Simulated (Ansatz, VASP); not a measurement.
**Two plane-wave programs on TiAl3**

```xyz
4
Lattice="2.7814 0.0000 0.0000 0.0000 4.6711 0.0000 0.0000 0.0000 4.8934" Properties=species:S:1:pos:R:3 pbc="T T T"
Ti    0.0000    2.3355    0.7984
Al    1.3907    2.4230    3.2494
Al    1.3907    0.0875    1.6300
Al    0.0000    0.0875    4.1089
```

Change from the starting cell: all Al atoms moved +0.087 Å, as atom 2 along Cartesian [0 1 0].

Alike in both runs: task single point; functional PBEsol; k mesh 18 × 10 × 10; occupations gaussian, width 0.15 eV; no spin polarisation.

```csv
,VASP,Ansatz
version,VASP 6.6.1,Ansatz 0.2.0
potentials or method,"VASP PAW PBE potentials, release 64 (Ti_sv, Al), cutoff 520 eV","scalar-relativistic, plane waves, PAW"
valence electrons in the cell,21,21
```

```csv
,VASP,Ansatz,Ansatz less VASP
gap on the k mesh at the Fermi level (eV),none,none,-
pressure (GPa),0.3,0.2,-0.09
"traceless stress, the component that is largest in VASP (GPa)",0.29,0.29,+0.001
rms of the force components (eV/Å),0.219,0.218,-0.0010
```

VASP's potentials were made for PBE, not for PBEsol. Atom by atom the forces differ by 0.001 eV/Å (rms over components). A gap of «none» marks a metal or a gap that the smearing closes. The functional is the same, so the differences come from potentials, cutoffs and numerics.
